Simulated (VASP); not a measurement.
A run of VASP 6.6.1:

The input INCAR:

```
SYSTEM = TiAl
PREC = Accurate
ENCUT = 520
EDIFF = 1E-6
ISMEAR = 0
SIGMA = 0.15
LREAL = .FALSE.
LASPH = .TRUE.
NELM = 100
ALGO = Normal
ISIF = 2
LWAVE = .FALSE.
LCHARG = .TRUE.
GGA = PE
LELF = .TRUE.
LVHAR = .TRUE.
NBANDS = 14
```

File KPOINTS:

```
regular mesh
0
G
  18 18 10
  0 0 0
```

The input POSCAR:

```
TiAl
1.0
    2.8450000000      0.0000000000      0.0000000000
   -1.4225000000      2.4638422738      0.0000000000
    0.0000000000      0.0000000000      5.2062000000
Ti Al
1 1
Direct
    0.0000000000      0.0000000000      0.0000000000
    0.3333333333      0.6666666667      0.5000000000
```

Potentials or basis: VASP PAW PBE potentials, release 64 (Ti_sv, Al).

The run is started by

```console
$ cat potpaw_PBE.64/Ti_sv/POTCAR potpaw_PBE.64/Al/POTCAR > POTCAR
$ mpirun -np 1 vasp_std > vasp.out
```

Hardware: 1 thread of Intel Xeon 8259CL, on a shared host.

**Question.** Estimate the wall time of this run.

**Answer.** It took 2.6 min on 1 thread of Intel Xeon 8259CL, with other jobs on the host, peak memory 0.25 GiB. Counts: scf iterations 14, k points 222.
